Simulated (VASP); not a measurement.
Crystal: GaSb.

```
CELL_PARAMETERS angstrom
-2.80744 2.80744 1.62191
2.80744 -2.80744 1.62191
2.80744 2.80744 -1.62191
ATOMIC_POSITIONS crystal
Sb 0.00000 0.00000 0.00000
Ga 0.75000 0.25000 0.50000
```

Base run:

```yaml
Program: VASP 6.6.1
Functional: r2SCAN
Potentials_or_basis: VASP PAW PBE potentials, release 64 (Sb, Ga_d)
Cutoff: 520 eV
k_mesh: 10 × 10 × 10
Occupations: fermi-dirac, width 0.05 eV
Spin: no spin polarisation
```

Its results: band gap on the k mesh zero (band 9 reaches 7.65 eV, above the bottom of band 10 at 3.18 eV); pressure -4.0 GPa.

Task: The run is repeated on the same cell with these changes: functional from r2SCAN to PBE; further incar settings from ALGO = Normal; EDIFF = 1e-07; NBANDS = 16 to ALGO = Normal; EDIFF = 1e-06; NBANDS = 16. What comes out?

Result: Band gap on the k mesh zero (band 9 reaches 7.72 eV, above the bottom of band 10 at 3.42 eV); pressure -2.6 GPa.

Caveats: spin-orbit coupling is left out, which moves the levels of the heavy elements; the PAW data sets were made with another functional, which shifts forces and pressure a little (some runs).
